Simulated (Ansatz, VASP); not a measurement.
# ZnCu: VASP beside Ansatz

The input INCAR:

```
SYSTEM = ZnCu
PREC = Accurate ; ENCUT = 520
EDIFF = 1E-6 ; ISMEAR = 0
SIGMA = 0.15 ; LREAL = .FALSE.
LASPH = .TRUE. ; NELM = 100
ALGO = Fast ; ISIF = 2
LWAVE = .FALSE. ; LCHARG = .FALSE.
GGA = PS ; NBANDS = 18
```

The input KPOINTS:

```
regular mesh
0
G
  16 16 16
  0 0 0
```

File POSCAR:

```
ZnCu
1.0
    3.0333500000      0.0000000000      0.0000000000
    0.0000000000      3.0333500000      0.0000000000
    0.0000000000      0.0000000000      2.9008250000
Zn Cu
1 1
Direct
    0.5000000000      0.5000000000      0.5000000000
    0.0000000000      0.0000000000      0.0000000000
```

Input for Ansatz:

```yaml
crystal:
  lattice:
    - [3.03335, 0.0, 0.0]
    - [0.0, 3.03335, 0.0]
    - [0.0, 0.0, 2.900825]
  atoms:
    - { symbol: Zn, position: [0.5, 0.5, 0.5] }
    - { symbol: Cu, position: [0.0, 0.0, 0.0] }
basis:
  ecutwfc: 420
kpoints:
  mp_grid: { grid: [16, 16, 16] }
hamiltonian:
  xc: pbesol
scf:
  occupations: { method: gaussian, width: 0.15 }
output:
  forces: true
  stress: true
  eigenvalues: true
```

Change from the starting cell: strain +0.030 along x and y, -0.015 along z, atoms carried along.

Alike in both runs: task single point; functional PBEsol; k mesh 16 × 16 × 16; occupations gaussian, width 0.15 eV; no spin polarisation.

|  | VASP | Ansatz |
| --- | --- | --- |
| version | VASP 6.6.1 | Ansatz 0.2.0 |
| potentials or method | VASP PAW PBE potentials, release 64 (Zn, Cu), cutoff 520 eV | scalar-relativistic, plane waves, PAW |
| valence electrons in the cell | 23 | 31 |

```tsv
	VASP	Ansatz	Ansatz less VASP
gap on the k mesh at the Fermi level (eV)	none	none	-
pressure (GPa)	-8.2	-9.1	-0.91
traceless stress, the component that is largest in VASP (GPa)	0.23	0.20	-0.032
```

VASP's potentials were made for PBE, not for PBEsol. A gap of «none» marks a metal or a gap that the smearing closes. VASP's potentials hold 23 valence electrons a cell and Ansatz's 31, so a difference there can come from the potentials and not from the codes.
